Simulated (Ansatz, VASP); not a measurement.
## Two plane-wave programs on Cs2InAgCl6

```xyz
10
Lattice="0.0000 5.0964 5.0964 5.0964 0.0000 5.0964 5.0964 5.0964 0.0000" Properties=species:S:1:pos:R:3 pbc="T T T"
Cs    2.5482    2.5482    2.5482
Cs    7.6446    7.6446    7.6446
In    0.0000    0.0000    0.0000
Ag    5.0964    5.0964    5.0964
Cl    2.5039    5.0964    5.0964
Cl    5.0964    2.5039    5.0964
Cl    7.6890    5.0964    5.0964
Cl    5.0964    7.6890    5.0964
Cl    5.0964    5.0964    2.5039
Cl    5.0964    5.0964    7.6890
```

Alike in both runs: functional LDA; k mesh 6 × 6 × 6; occupations gaussian, width 0.02 eV; no spin polarisation.

Ansatz relaxed the structure, and its values are those at the end. VASP's run is a single point on that final structure, the one shown.

|  | VASP | Ansatz |
| --- | --- | --- |
| version | VASP 6.6.1 | Ansatz 0.2.0 |
| potentials or method | VASP PAW LDA potentials, release 64 (Cs_sv, In_d, Ag, Cl), cutoff 520 eV | scalar-relativistic, plane waves, PAW |
| valence electrons in the cell | 84 | 92 |

```tsv
	VASP	Ansatz	Ansatz less VASP
gap on the k mesh at the Fermi level (eV)	0.64	0.60	-0.039
least direct gap on the mesh (eV)	0.64	0.60	-0.039
pressure (GPa)	0.0	0.0	-0.02
```

LDA's correlation is that of Perdew and Zunger in VASP and of Perdew and Wang (1992) in Ansatz. VASP's potentials hold 84 valence electrons a cell and Ansatz's 92, so a difference there can come from the potentials and not from the codes.

Spin-orbit coupling is off throughout.
